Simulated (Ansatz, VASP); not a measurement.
## Two plane-wave programs on BeTe

POSCAR

```
BeTe
1.0
    0.0000000000      2.7679240000      2.7679240000
    2.7679240000      0.0000000000      2.7679240000
    2.7679240000      2.7679240000      0.0000000000
Be Te
1 1
Direct
    0.0000000000      0.0000000000      0.0000000000
    0.2500000000      0.2500000000      0.2500000000
```

The input INCAR.step1:

```
SYSTEM = BeTe
ALGO = Normal ; EDIFF = 1E-4
ENCUT = 520 ; GGA = PE
ISMEAR = 0 ; LASPH = .True.
LCHARG = .False. ; LREAL = .False.
LWAVE = .True. ; NBANDS = 11
NELM = 80 ; PREC = Accurate
SIGMA = 0.0886
```

INCAR.step2

```
SYSTEM = BeTe
ALGO = Normal ; EDIFF = 1E-6
ENCUT = 520 ; ISIF = 2
ISMEAR = 0 ; ISTART = 1
LASPH = .True. ; LCHARG = .False.
LMIXTAU = .True. ; LREAL = .False.
LWAVE = .False. ; METAGGA = R2SCAN
NBANDS = 11 ; NELM = 80
PREC = Accurate ; SIGMA = 0.0886
```

The input KPOINTS:

```
k-points
0
Gamma
  8 8 8
  0 0 0
```

Input for Ansatz:

```yaml
crystal:
  lattice:
    - [0.0, 2.767924, 2.767924]
    - [2.767924, 0.0, 2.767924]
    - [2.767924, 2.767924, 0.0]
  atoms:
    - { symbol: Be, position: [0.0, 0.0, 0.0] }
    - { symbol: Te, position: [0.25, 0.25, 0.25] }
  symmetry: { tolerance: 0.0003 }
kpoints:
  mp_grid: { grid: [8, 8, 8], shift: [0, 0, 0] }
  band_path:
    path:
      - [-0.375, 0.0, 0.375]
      - [0.0, 0.0, 0.0]
      - [0.0, 0.0, 0.5]
      - [-0.5, -0.25, 0.25]
      - [-0.5, -0.5, 0.0]
    npoints: 13
magnetization:
  spin_polarized: false
scf:
  occupations: { method: gaussian, width: 0.0886 }
  lower_state_search: "off"
  max_iter: 200
hamiltonian:
  pseudopotentials: { kind: paw }
  xc: r2scan
basis:
  ecutwfc: 500
  fft_grid_basis: typed
output:
  forces: true
  stress: true
  eigenvalues: true
  bader: true
  populations: true
  elf: true
  write_potential: true
  volumetric_format: npy
  dos:
    e_range: [-12, 8]
    de: 0.05
    projected: { site_lists: { Be: [Be], Te: [Te] } }
checkpoint:
  read: saved_state
```

Alike in both runs: task single point; functional r2SCAN; k mesh 8 × 8 × 8; occupations gaussian, width 0.0886 eV; no spin polarisation.

```csv
,VASP,Ansatz
version,VASP 6.6.1,Ansatz 0.2.0
potentials or method,"VASP PAW PBE potentials, release 64 (Be, Te), cutoff 520 eV",PAW plane waves
valence electrons in the cell,8,18
```

VASP gave:

```
gap on the k mesh at the Fermi level (eV) : 2.20
pressure (GPa)                            : 4.6
```

Problem. Estimate Ansatz's values.

Solution. gap on the k mesh at the Fermi level (eV): 2.21; pressure (GPa): 4.4.

VASP's potentials were made for PBE, not for r2SCAN. VASP's potentials hold 8 valence electrons a cell and Ansatz's 18, so a difference there can come from the potentials and not from the codes.

Spin-orbit coupling is off throughout.
